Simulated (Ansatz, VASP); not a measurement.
# Pd: VASP beside Ansatz

File INCAR:

```
ALGO = Normal
EDIFF = 1E-7
EDIFFG = -0.01
ENCUT = 500
GGA = RP
GGA_COMPAT = F
IBRION = 2
ISIF = 3
ISMEAR = -1
LASPH = T
LCHARG = F
LREAL = F
LWAVE = F
NELM = 120
NELMIN = 4
NSW = 80
PREC = Accurate
SIGMA = 0.1
```

Contents of KPOINTS:

```
k-points
0
Gamma
  13 13 7
```

File POSCAR:

```
Pd
1.0
    2.7505001182      0.0000000000      0.0000000000
   -1.3752500591      2.3820029755      0.0000000000
    0.0000000000      0.0000000000      4.4915666931
Pd
2
Direct
    0.3333333333      0.6666666667      0.2500000000
    0.6666666667      0.3333333333      0.7500000000
```

Input for Ansatz:

```yaml
crystal:
  lattice:
    - [2.7505001182, 0.0, 0.0]
    - [-1.3752500591, 2.3820029755, 0.0]
    - [0.0, 0.0, 4.4915666931]
  atoms:
    - { symbol: Pd, position: [0.3333333333, 0.6666666667, 0.25] }
    - { symbol: Pd, position: [0.6666666667, 0.3333333333, 0.75] }
hamiltonian:
  xc: rpbe
  pseudopotentials:
    kind: paw
    azcp:
      Pd: "pseudopotentials/Pd.paw.azcp"
basis:
  ecutwfc: 420
  fft_grid_basis: typed
kpoints:
  mp_grid: { grid: [13, 13, 7], shift: [0, 0, 0] }
magnetization:
  spin_polarized: false
scf:
  occupations: { method: fermi_dirac, width: 0.1 }
relax:
  max_steps: 60
  f_tol: 0.01
  cell: {}
```

Alike in both runs: task relaxation of cell and atoms; functional RPBE; k mesh 13 × 13 × 7; occupations fermi-dirac, width 0.1 eV; no spin polarisation.

|  | VASP | Ansatz |
| --- | --- | --- |
| version | VASP 6.6.1 | Ansatz 0.2.0 |
| potentials or method | VASP PAW PBE potentials, release 64 (Pd), cutoff 500 eV | plane waves (420 eV) with PAW, scalar-relativistic |
| valence electrons in the cell | 20 | 36 |

Ansatz gave:

* relaxed volume (Å³/atom): 15.89
* relaxed length of the cell vector where the two differ most in proportion (Å): 4.667

**Question.** Estimate VASP's values.

**Answer.** Relaxed volume (Å³/atom): 15.87; relaxed length of the cell vector where the two differ most in proportion (Å): 4.664.

VASP's potentials were made for PBE, not for RPBE. VASP's potentials hold 20 valence electrons a cell and Ansatz's 36, so a difference there can come from the potentials and not from the codes.
